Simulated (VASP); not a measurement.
# WC (I4/mmm) in VASP: further runs

The runs below take WC through single point, with PBEsol.

Program: VASP 6.6.1. These are calculated values, not measurements. Logs are shortened: lines on timing, memory, paths and dates and some standing lists are left out, and cuts for length are marked.

## (1) The cell of the first run

The structure is tetragonal, space group I4/mmm (No. 139). Conventional cell: a = 3.101 Å, b = 3.101 Å, c = 4.561 Å, α = 90.00°, β = 90.00°, γ = 90.00°. Within 2.9 Å of W (site symmetry 4/mmm) lie 6 C at 2.19 to 2.28 Å. Within 2.9 Å of C (site symmetry 4/mmm) lie 6 W at 2.19 to 2.28 Å.

## (2) Single point, PBEsol (strain +0.000 along x and y, +0.040 along z)

Input file INCAR:

```
SYSTEM = WC
ALGO     = Normal         ! electronic algorithm
EDIFF    = 1E-6           ! SCF threshold, eV
ENCUT    = 520            ! plane-wave cutoff, eV
GGA      = PS             ! functional
ISIF     = 2              ! what is computed and relaxed
ISMEAR   = 0              ! smearing method
LASPH    = .TRUE.         ! aspherical terms in the spheres
LCHARG   = .FALSE.        ! write CHGCAR
LREAL    = .FALSE.        ! projectors in reciprocal space
LWAVE    = .FALSE.        ! write WAVECAR
NBANDS   = 16             ! bands
NELM     = 80             ! most SCF steps
PREC     = Accurate       ! precision mode
SIGMA    = 0.15           ! smearing width, eV
```

Input file KPOINTS:

```
k-points
0
G
  18 18 18
  0 0 0
```

Input file POSCAR:

```
WC
1.0
    0.0000000000      2.1926840000      2.2803913600
    2.1926840000      0.0000000000      2.2803913600
    2.1926840000      2.1926840000      0.0000000000
W C
1 1
Direct
    0.0000000000      0.0000000000      0.0000000000
    0.5000000000      0.5000000000      0.5000000000
```

Potentials or basis: VASP PAW PBE potentials, release 64 (W_sv, C).

Command:

```sh
cat potpaw_PBE.64/W_sv/POTCAR potpaw_PBE.64/C/POTCAR > POTCAR
mpirun -np 1 vasp_std > vasp.out
```

OUTCAR:

```text
SYSTEM = WC
   EDIFF = 1E-6
   ENCUT = 520
   GGA = PS
   ISIF = 2
   ISMEAR = 0
   LASPH = .TRUE.
   LREAL = .FALSE.
   NELM = 80
   PREC = Accurate

 ion  position               nearest neighbor table
   1  0.000  0.000  0.000-   2 2.19   2 2.19   2 2.19   2 2.19   2 2.28   2 2.28
   2  0.500  0.500  0.500-   1 2.19   1 2.19   1 2.19   1 2.19   1 2.28   1 2.28

  LATTYP: Found a body centered tetragonal cell.
 ALAT       =     3.1009234508
 C/A-ratio  =     1.4707821049

  Lattice vectors:

 A1 = (  -2.1926840000,   0.0000000000,   2.2803913600)
 A2 = (   2.1926840000,   0.0000000000,   2.2803913600)
 A3 = (   0.0000000000,   2.1926840000,  -2.2803913600)

Analysis of symmetry for initial positions (statically):
=====================================================================
 Subroutine PRICEL returns:
 Original cell was already a primitive cell.

 Routine SETGRP: Setting up the symmetry group for a
 body centered tetragonal supercell.

 Subroutine GETGRP returns: Found 16 space group operations
 (whereof 16 operations were pure point group operations)
 out of a pool of 16 trial point group operations.

The static configuration has the point symmetry D_4h.

Analysis of symmetry for dynamics (positions and initial velocities):
=====================================================================
 Subroutine PRICEL returns:
 Original cell was already a primitive cell.

 Routine SETGRP: Setting up the symmetry group for a
 body centered tetragonal supercell.

 Subroutine GETGRP returns: Found 16 space group operations
 (whereof 16 operations were pure point group operations)
 out of a pool of 16 trial point group operations.

The dynamic configuration has the point symmetry D_4h.

 Subroutine INISYM returns: Found 16 space group operations
 (whereof 16 operations are pure point group operations),
 and found     1 'primitive' translations

----------------------------------------------------------------------------------------

                                     Primitive cell

  volume of cell :      21.9276

  direct lattice vectors                    reciprocal lattice vectors
     0.000000000  2.192684000  2.280391360    -0.228031034  0.228031034  0.219260610
     2.192684000  0.000000000  2.280391360     0.228031034 -0.228031034  0.219260610
     2.192684000  2.192684000  0.000000000     0.228031034  0.228031034 -0.219260610

  length of vectors
     3.163549886  3.163549886  3.100923451     0.389963485  0.389963485  0.389963485

  position of ions in fractional coordinates (direct lattice)
     0.000000000  0.000000000  0.000000000
     0.500000000  0.500000000  0.500000000

  ion indices of the primitive-cell ions
   primitive index   ion index
                 1           1
                 2           2

----------------------------------------------------------------------------------------

 KPOINTS: k-points

Automatic generation of k-mesh.
 Grid dimensions read from file:
 generate k-points for:   18   18   18

 Generating k-lattice:

  Cartesian coordinates                     Fractional coordinates (reciprocal lattice)
    -0.012668391  0.012668391  0.012181145     0.055555556  0.000000000  0.000000000
     0.012668391 -0.012668391  0.012181145     0.000000000  0.055555556  0.000000000
     0.012668391  0.012668391 -0.012181145    -0.000000000 -0.000000000  0.055555556

  Length of vectors
     0.021664638  0.021664638  0.021664638

  Shift w.r.t. Gamma in fractional coordinates (k-lattice)
     0.000000000  0.000000000  0.000000000

 Subroutine IBZKPT returns following result:
 ===========================================

 Found    480 irreducible k-points:

 Following reciprocal coordinates:
            Coordinates               Weight
  0.000000  0.000000  0.000000      1.000000
  0.055556  0.000000  0.000000      8.000000
  0.111111  0.000000  0.000000      8.000000
  0.166667  0.000000  0.000000      8.000000
  0.222222 -0.000000  0.000000      8.000000
  0.277778 -0.000000  0.000000      8.000000
[... 16 lines left out ...]
 -0.277778  0.055556  0.000000      8.000000
 -0.222222  0.055556  0.000000      8.000000
 [... further k-points ...]
   k-points           NKPTS =    480   k-points in BZ     NKDIM =    480   number of bands    NBANDS=     16
   number of dos      NEDOS =    301   number of ions     NIONS =      2
   total plane-waves  NPLWV =  13824
   dimension x,y,z NGX =    24 NGY =   24 NGZ =   24
   dimension x,y,z NGXF=    48 NGYF=   48 NGZF=   48
   ions per type =               1   1
   NGX,Y,Z   is equivalent  to a cutoff of  12.61, 12.61, 12.87 a.u.
   NGXF,Y,Z  is equivalent  to a cutoff of  25.22, 25.22, 25.73 a.u.
 SYSTEM =  WC
   PREC   = accura    normal or accurate (medium, high low for compatibility)
   ISTART =      0    job   : 0-new  1-cont  2-samecut
   ICHARG =      2    charge: 1-file 2-atom 10-const
   ISPIN  =      1    spin polarized calculation?
   LNONCOLLINEAR =      F non collinear calculations
   LSORBIT =      F    spin-orbit coupling
   LASPH  =      T    aspherical Exc in radial PAW
   ENCUT  =  520.0 eV  38.22 Ry    6.18 a.u.   5.88  5.88  5.77*2*pi/ulx,y,z
   NELM   =     80;   NELMIN=  2; NELMDL= -5     # of ELM steps
   EDIFF  = 0.1E-05   stopping-criterion for ELM
   LREAL  =      F    real-space projection
   EDIFFG = 0.1E-04   stopping-criterion for IOM
   NSW    =      0    number of steps for IOM
   IBRION =     -1    ionic relax: 0-MD 1-quasi-New 2-CG
   NFREE  =      0    steps in history (QN), initial steepest desc. (CG)
   ISIF   =      2    stress and relaxation
   ISYM   =      2    0-nonsym 1-usesym 2-fastsym
   POTIM  = 0.5000    time-step for ionic-motion
   TEBEG  =    0.0;   TEEND  =   0.0 temperature during run
   PSTRESS=    0.0 pullay stress
   NELECT =      18.0000    total number of electrons
   NUPDOWN=      -1.0000    fix difference up-down
   EMIN   =  10.00;   EMAX   =-10.00  energy-range for DOS
   EFERMI =   0.00;   METHOD = LEGACY
   ISMEAR =     0;   SIGMA  =   0.15  broadening in eV -4-tet -1-fermi 0-gaus
   EFERMI_NEDOS =   21; number of points for ismear=-14 and -15
   IALGO  =     38    algorithm
   IMIX   =      4    mixing-type and parameters
     AMIX     =   0.40;   BMIX     =  1.00
     AMIX_MAG =   1.60;   BMIX_MAG =  1.00
  volume/ion in A,a.u.               =      10.96        73.99
  Fermi-wavevector in a.u.,A,eV,Ry     =   1.532858  2.896681 31.968966  2.349653
  Thomas-Fermi vector in A             =   2.640005
   LORBIT       =      0    0 simple, 1 ext, 2 COOP (PROOUT), +10 PAW based schemes
   GGA     = PS    functional components
   LHFCALC =     F    Hartree Fock is set to
   AEXX    =    0.0000 exact exchange contribution
   IVDW    =     0    specifies the selected vdW correction
   LEPSILON=     F    determine dielectric tensor
   LRPA    =     F    only Hartree local field effects (RPA)
 non-spin polarized calculation
 Gauss-broadening in eV      SIGMA  =   0.15
  energy-cutoff  :      520.00
  volume of cell :       21.93
 maximum number of plane-waves:       612
   NGX = 11   NGY = 11   NGZ = 11

 number of electron      18.0000002 magnetization

 Free energy of the ion-electron system (eV)
  ---------------------------------------------------
  ext. energy  EPLUGINS =         0.00000000
  ---------------------------------------------------
  free energy    TOTEN  =       -22.87805816 eV

  energy without entropy =      -22.86645401  energy(sigma->0) =      -22.87225609

 E-fermi :  11.6385     XC(G=0): -13.6234

 val. band max:       11.6281691691   @ k =  -0.2778   0.1667   0.3889
 cond. band min:      11.6397887838   @ k =   0.2222   0.0556   0.0000
 fundamental gap:      0.0116196147
 Fermi energy:        11.6384898810

 k-point     1 :       0.0000    0.0000    0.0000
  band No.  band energies     occupation
      1     -63.7344      2.00000
      2     -27.7381      2.00000
      3     -27.7324      2.00000
      4     -27.7324      2.00000
      5      -3.7779      2.00000
      6       8.7396      2.00000
[... 8 lines left out ...]
     15      21.3467      0.00000
     16      33.8906      0.00000

 k-point     2 :       0.0556    0.0000    0.0000
  band No.  band energies     occupation
      1     -63.7335      2.00000
      2     -27.7505      2.00000
      3     -27.7381      2.00000
      4     -27.7336      2.00000
      5      -3.6949      2.00000
      6       8.5937      2.00000
[... 8 lines left out ...]
     15      21.5423      0.00000
     16      32.8284      0.00000

 k-point     3 :       0.1111    0.0000    0.0000
  band No.  band energies     occupation
      1     -63.7308      2.00000
      2     -27.7959      2.00000
      3     -27.7449      2.00000
      4     -27.7372      2.00000
      5      -3.4501      2.00000
      6       7.9780      2.00000
[... 8 lines left out ...]
     15      22.0862      0.00000
     16      31.0409      0.00000

 k-point     4 :       0.1667    0.0000    0.0000
  band No.  band energies     occupation
      1     -63.7267      2.00000
      2     -27.8653      2.00000
      3     -27.7548      2.00000
      4     -27.7427      2.00000
      5      -3.0561      2.00000
      6       7.0973      2.00000
[... 8 lines left out ...]
     15      22.8247      0.00000
     16      29.3742      0.00000
[... 324 lines left out ...]
 k-point    22 :      -0.3333    0.0556    0.0000
  band No.  band energies     occupation
      1     -63.7094      2.00000
      2     -28.1463      2.00000
      3     -27.8099      2.00000
      4     -27.7603      2.00000
      5      -0.8780      2.00000
      6       3.8972      2.00000
[... 8 lines left out ...]
     15      24.1528      0.00000
     16      24.8663      0.00000

 k-point    23 :      -0.2778    0.0556    0.0000
  band No.  band energies     occupation
      1     -63.7140      2.00000
      2     -28.0722      2.00000
      3     -27.7990      2.00000
      4     -27.7525      2.00000
      5      -1.5872      2.00000
      6       4.7950      2.00000
[... 8 lines left out ...]
     15      23.8270      0.00000
     16      26.0791      0.00000

 k-point    24 :      -0.2222    0.0556    0.0000
  band No.  band energies     occupation
      1     -63.7191      2.00000
      2     -27.9878      2.00000
      3     -27.7860      2.00000
      4     -27.7450      2.00000
      5      -2.2397      2.00000
      6       5.7272      2.00000
[... 8 lines left out ...]
     15      23.6291      0.00000
     16      27.4377      0.00000

 [... further k-points ...]
[... 5 lines left out ...]
  --------------------------------------------------------------------------------------
  -------------------------------------------------------------------------------------
  Total       -2.0940130     -2.0940130     -4.2695088      0.0000000     -0.0000000      0.0000000
  in kB     -153.0024798   -153.0024798   -311.9586426      0.0000000     -0.0000000      0.0000000
  external PRESSURE =    -205.9878674 kB  Pullay stress =       0.0000000 kB

 VOLUME and BASIS-vectors are now :
 -----------------------------------------------------------------------------
  energy-cutoff  :      520.00
  volume of cell :       21.93
      direct lattice vectors                 reciprocal lattice vectors
     0.000000000  2.192684000  2.280391360    -0.228031034  0.228031034  0.219260610
     2.192684000  0.000000000  2.280391360     0.228031034 -0.228031034  0.219260610
     2.192684000  2.192684000  0.000000000     0.228031034  0.228031034 -0.219260610

 POSITION                                       TOTAL-FORCE (eV/Angst)
 -----------------------------------------------------------------------------------
      0.00000      0.00000      0.00000         0.000000     -0.000000     -0.000000
      2.19268      2.19268      2.28039        -0.000000      0.000000      0.000000
 -----------------------------------------------------------------------------------
    total drift:                                0.000000     -0.000000     -0.000000

  FREE ENERGIE OF THE ION-ELECTRON SYSTEM (eV)
  ---------------------------------------------------
  free  energy   TOTEN  =       -22.8780581629 eV

  energy  without entropy=      -22.8664540118  energy(sigma->0) =      -22.87225609
```

It took 3.5 min on 1 thread of AMD EPYC 7R13, shared host; peak memory 0.25 GiB.

Results:

```
Free energy            : -22.8781 eV
Pressure               : -20.6 GPa
Band gap on the k mesh : zero (bands 9 and 10 overlap by 2.80 eV)
```

Caveat: the cell differs from its parent crystal (strain +0.000 along x and y, +0.040 along z); the stress differs along the axes, from -31 to -15 GPa; the PAW data sets were made with another functional, which shifts forces and pressure a little; spin-orbit coupling is left out, which moves the levels of the heavy elements.

## (3) Single point, PBEsol (strain +0.000 along x and y, +0.080 along z)

Input file INCAR:

```
SYSTEM = WC
ALGO = Normal
EDIFF = 1E-7
ENCUT = 520
GGA = PS
ISIF = 2
ISMEAR = 0
LASPH = .TRUE.
LCHARG = .FALSE.
LREAL = .FALSE.
LWAVE = .FALSE.
NBANDS = 16
NELM = 80
PREC = Accurate
SIGMA = 0.15
```

KPOINTS is that of step 2.

Input file POSCAR:

```
WC
1.0
    0.0000000000      2.1926840000      2.3680987200
    2.1926840000      0.0000000000      2.3680987200
    2.1926840000      2.1926840000      0.0000000000
W C
1 1
Direct
    0.0000000000      0.0000000000      0.0000000000
    0.5000000000      0.5000000000      0.5000000000
```

Potentials or basis: VASP PAW PBE potentials, release 64 (W_sv, C).

Command:

```sh
cat potpaw_PBE.64/W_sv/POTCAR potpaw_PBE.64/C/POTCAR > POTCAR
mpirun -np 1 vasp_std > vasp.out
```

It took 4.2 min on 1 thread of AMD EPYC 7R13, shared host; peak memory 0.26 GiB.

It converged, with:

```
Free energy            : -22.6815 eV
Pressure               : -28.0 GPa
Band gap on the k mesh : zero (bands 9 and 10 overlap by 2.49 eV)
```

Stress tensor (GPa, compression positive):
```
-20.92   0.00   0.00
  0.00 -20.92   0.00
  0.00   0.00 -42.28
```

Levels at points of the mesh, in eV from the Fermi level:
| k point | band 6 | band 7 | band 8 | band 9 | band 10 | band 11 | band 12 | band 13 |
| --- | --- | --- | --- | --- | --- | --- | --- | --- |
| (0.00, 0.00, 0.00) | -3.01 | -2.12 | -2.12 | -1.48 | -0.99 | -0.78 | -0.78 | -0.48 |
| (0.50, 0.00, 0.00) | -9.12 | -6.12 | -6.01 | 0.74 | 1.20 | 2.18 | 4.74 | 7.00 |
| (0.50, 0.50, 0.00) | -5.77 | -5.18 | -1.97 | -1.97 | 0.70 | 1.97 | 1.97 | 4.05 |
| (0.50, 0.00, 0.50) | -5.16 | -5.06 | -2.43 | -2.42 | 0.64 | 1.57 | 2.42 | 5.17 |

Caveat: the cell differs from its parent crystal (strain +0.000 along x and y, +0.080 along z); the stress differs along the axes, from -42 to -21 GPa; the PAW data sets were made with another functional, which shifts forces and pressure a little; spin-orbit coupling is left out, which moves the levels of the heavy elements.

## (4) Single point, PBEsol (strain +0.040 along x and y, +0.000 along z)

Input file INCAR:

```
ALGO     = Normal         # electronic algorithm
EDIFF    = 1E-6           # SCF threshold, eV
ENCUT    = 520            # plane-wave cutoff, eV
GGA      = PS             # functional
ISIF     = 2              # what is computed and relaxed
ISMEAR   = 0              # smearing method
LASPH    = True           # aspherical terms in the spheres
LCHARG   = False          # write CHGCAR
LREAL    = False          # projectors in reciprocal space
LWAVE    = False          # write WAVECAR
NBANDS   = 16             # bands
NELM     = 80             # most SCF steps
PREC     = Accurate       # precision mode
SIGMA    = 0.15           # smearing width, eV
```

Input file KPOINTS:

```
k-points
0
Gamma
  18 18 18
```

Input file POSCAR:

```
WC
1.0
    0.0000000000      2.2803913600      2.1926840000
    2.2803913600      0.0000000000      2.1926840000
    2.2803913600      2.2803913600      0.0000000000
W C
1 1
Direct
    0.0000000000      0.0000000000      0.0000000000
    0.5000000000      0.5000000000      0.5000000000
```

Command:

```sh
cat potpaw_PBE.64/W_sv/POTCAR potpaw_PBE.64/C/POTCAR > POTCAR
mpirun -np 1 vasp_std > vasp.out
```

It took 3.5 min on 1 thread of AMD EPYC 7R13, shared host; peak memory 0.25 GiB.

The run converged. Its results:

```
Free energy            : -22.7325 eV
Pressure               : -31.1 GPa
Band gap on the k mesh : zero (bands 9 and 10 overlap by 2.58 eV)
```

Stress tensor (GPa, compression positive):
```
-36.20   0.00   0.00
  0.00 -36.20   0.00
  0.00   0.00 -20.98
```

Levels at points of the mesh, in eV from the Fermi level:
```csv
k point,band 6,band 7,band 8,band 9,band 10,band 11,band 12,band 13
"(0.00, 0.00, 0.00)",-2.59,-2.59,-2.17,-1.09,-0.90,-0.90,-0.77,-0.76
"(0.50, 0.00, 0.00)",-9.12,-6.05,-6.00,0.78,1.07,2.08,4.79,7.60
"(0.50, 0.50, 0.00)",-5.20,-5.06,-2.47,-2.47,0.78,1.99,1.99,5.10
"(0.50, 0.00, 0.50)",-5.46,-5.17,-2.24,-2.19,0.66,1.80,2.16,4.53
```

Caveat: the cell differs from its parent crystal (strain +0.040 along x and y, +0.000 along z); the stress differs along the axes, from -36 to -21 GPa; the PAW data sets were made with another functional, which shifts forces and pressure a little; spin-orbit coupling is left out, which moves the levels of the heavy elements.

## (5) Single point, PBEsol (strain +0.040 along x and y, +0.080 along z)

Input file INCAR:

```
SYSTEM = WC
PREC = Accurate ; ENCUT = 520
EDIFF = 1E-7 ; ISMEAR = 0
SIGMA = 0.15 ; LREAL = .FALSE.
LASPH = .TRUE. ; NELM = 100
ALGO = Normal ; ISIF = 2
LWAVE = .FALSE. ; LCHARG = .FALSE.
GGA = PS ; NBANDS = 16
```

Input file KPOINTS:

```
regular mesh
0
G
  18 18 18
  0 0 0
```

Input file POSCAR:

```
WC
1.0
    0.0000000000      2.2803913600      2.3680987200
    2.2803913600      0.0000000000      2.3680987200
    2.2803913600      2.2803913600      0.0000000000
W C
1 1
Direct
    0.0000000000      0.0000000000      0.0000000000
    0.5000000000      0.5000000000      0.5000000000
```

Command:

```sh
cat potpaw_PBE.64/W_sv/POTCAR potpaw_PBE.64/C/POTCAR > POTCAR
mpirun -np 1 vasp_std > vasp.out
```

It took 3.8 min on 1 thread of AMD EPYC 7R13, shared host; peak memory 0.26 GiB.

Results (log left out):

* Free energy: -22.2881 eV
* Pressure: -46.6 GPa
* Band gap on the k mesh: zero (bands 9 and 10 overlap by 2.33 eV)

Stress tensor (GPa, compression positive):
```
-44.57   0.00   0.00
  0.00 -44.57   0.00
  0.00   0.00 -50.76
```

Levels at points of the mesh, in eV from the Fermi level:
| k point | band 6 | band 7 | band 8 | band 9 | band 10 | band 11 | band 12 | band 13 |
| --- | --- | --- | --- | --- | --- | --- | --- | --- |
| (0.00, 0.00, 0.00) | -2.45 | -2.06 | -2.06 | -1.04 | -0.75 | -0.68 | -0.68 | -0.64 |
| (0.50, 0.00, 0.00) | -8.48 | -5.53 | -5.49 | 0.69 | 0.90 | 1.82 | 4.68 | 6.87 |
| (0.50, 0.50, 0.00) | -5.27 | -4.64 | -1.99 | -1.99 | 0.59 | 1.72 | 1.72 | 3.76 |
| (0.50, 0.00, 0.50) | -4.96 | -4.64 | -2.22 | -2.19 | 0.60 | 1.56 | 1.91 | 4.28 |

Caveat: the cell differs from its parent crystal (strain +0.040 along x and y, +0.080 along z); the stress differs along the axes, from -51 to -45 GPa; the PAW data sets were made with another functional, which shifts forces and pressure a little; spin-orbit coupling is left out, which moves the levels of the heavy elements.

(Continued in part 2 of 2.)
